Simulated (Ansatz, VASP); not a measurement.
One calculation of ZnS, two programs

```
Zn S
1.0
     0.00000    2.64834    2.64834
     2.64834    0.00000    2.64834
     2.64834    2.64834    0.00000
Zn S
1 1
Direct
  0.00000 0.00000 0.00000
  0.75000 0.75000 0.75000
```

Alike in both runs: task relaxation of cell and atoms; functional LDA; k mesh 10 × 10 × 10; no spin polarisation.

```csv
,VASP,Ansatz
version,VASP 6.6.1,Ansatz 0.2.0
potentials or method,"VASP PAW LDA potentials, release 64 (Zn, S), cutoff 600 eV","scalar-relativistic, plane waves, PAW"
occupations,"gaussian, width 0.01 eV",fixed
valence electrons in the cell,18,18
```

Ansatz gave:

| Property | Result |
| --- | --- |
| gap on the k mesh at the Fermi level, each at its own relaxed structure (eV) | 2.13 |
| relaxed volume (Å³/atom) | 18.57 |
| relaxed cell length with the largest relative difference (Å) | 3.745 |

Problem. Which values does VASP return?

Solution. gap on the k mesh at the Fermi level, each at its own relaxed structure (eV): 2.15; relaxed volume (Å³/atom): 18.63; relaxed cell length with the largest relative difference (Å): 3.749.

LDA's correlation is that of Perdew and Zunger in VASP and of Perdew and Wang (1992) in Ansatz.
